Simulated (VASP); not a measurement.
## YHSe: single point with LDA

Crystal: YHSe.

```
CELL_PARAMETERS angstrom
3.53366 0.00000 0.00000
-1.76683 3.06024 0.00000
0.00000 0.00000 3.60231
ATOMIC_POSITIONS crystal
Y 0.00000 0.00000 0.00000
H 0.33333 0.66667 0.00000
Se 0.66667 0.33333 0.50000
```

This cell differs from its parent crystal: strain -0.080 along x and y, -0.080 along z.

| Item | Value |
| --- | --- |
| Program | VASP 6.6.1 |
| Task | single point |
| Functional | LDA |
| Potentials or basis | VASP PAW LDA potentials, release 64 (Y_sv, H, Se) |
| Cutoff | 520 eV |
| k mesh | 9 × 9 × 8 |
| Occupations | gaussian, width 0.05 eV |
| Spin | no spin polarisation |

| Item | Value |
| --- | --- |
| Pressure | 26.1 GPa |
| Band gap on the k mesh | 1.34 eV (least direct gap 1.57 eV) |

Stress tensor (GPa, compression positive):
```
26.45  0.00  0.00
 0.00 26.45  0.00
 0.00  0.00 25.53
```

Levels at points of the mesh, in eV from the valence-band top:
| k point | band 7 | band 8 | band 9 | band 10 | band 11 | band 12 |
| --- | --- | --- | --- | --- | --- | --- |
| (0.00, 0.00, 0.00) | -2.03 | -2.03 | -1.68 | 1.34 | 4.57 | 4.57 |
| (0.00, 0.00, 0.50) | -1.41 | -1.41 | 0.00 | 1.57 | 1.57 | 3.96 |

It took 19 s on 1 thread of Intel(R) Xeon(R) Platinum 8488C (Sapphire Rapids) (shared host), peak memory 0.18 GiB.

Caveat: the cell differs from its parent crystal (strain -0.080 along x and y, -0.080 along z); the cell stands under pressure. A k mesh can miss the band edges.
